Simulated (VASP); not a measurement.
Set up this calculation in VASP 6.6.1, as the native input.

| Quantity | Value |
| --- | --- |
| Task | relaxation of cell and atoms |
| Functional | PBEsol |
| Dispersion | D3(BJ) |
| Potentials or basis | VASP PAW PBE potentials, release 64 (Zn, Cu_sv_GW) |
| Cutoff | 820 eV |
| k mesh | 9 × 9 × 9 |
| Occupations | fermi-dirac, width 0.05 eV |
| Spin | no spin polarisation |
| Dipole correction | no |
| Further INCAR settings | ALGO = Normal; EDIFF = 1e-07; IBRION = 2; EDIFFG = -0.01; NSW = 60; ISIF = 3 |

The structure of ZnCu lies in POSCAR:

```
ZnCu
1.0
    2.9450000000      0.0000000000      0.0000000000
    0.0000000000      2.9450000000      0.0000000000
    0.0000000000      0.0000000000      2.9450000000
Zn Cu
1 1
Direct
    0.5000000000      0.5000000000      0.5000000000
    0.0000000000      0.0000000000      0.0000000000
```

These files were run (other wordings do the same):

INCAR

```
SYSTEM = ZnCu
  PREC = Accurate
  ENCUT = 820
  EDIFF = 1E-7
  ISMEAR = -1
  SIGMA = 0.05
  LREAL = .False.
  LASPH = .True.
  NELM = 120
  ALGO = Normal
  ISIF = 3
  LWAVE = .False.
  LCHARG = .False.
  GGA = PS
  IVDW = 12
  IBRION = 2
  NSW = 60
  EDIFFG = -0.01
  GGA_COMPAT = .False.
  NELMIN = 4
```

KPOINTS

```
regular mesh
0
Gamma
  9 9 9
  0 0 0
```

Potentials or basis: VASP PAW PBE potentials, release 64 (Zn, Cu_sv_GW).

Command:

```bash
$ cat potpaw_PBE.64/Zn/POTCAR potpaw_PBE.64/Cu_sv_GW/POTCAR > POTCAR
$ mpirun -np 1 vasp_std > vasp.out
```

It gave:

| Quantity | Value |
| --- | --- |
| Relaxed volume | 11.81 Å³/atom |
| Relaxed cell | a = 2.869 Å, b = 2.869 Å, c = 2.869 Å, α = 90.00°, β = 90.00°, γ = 90.00° |
| Space group after relaxing (to 0.1 Å) | Pm-3m (No. 221) |
| Energy gained by relaxing | 34.1 meV/atom |
| Ionic steps | 3 |
| Pressure after relaxing | 0.0 GPa |
| Band gap on the k mesh | zero (an odd number of electrons rules out a gap without spin polarisation) |
| Dispersion energy per atom | -0.493 eV |

Caveat: the PAW data sets were made with another functional, which shifts forces and pressure a little.

Wall time 59 s on 1 thread of Intel(R) Xeon(R) Platinum 8488C (Sapphire Rapids) (shared host), peak memory 0.21 GiB.
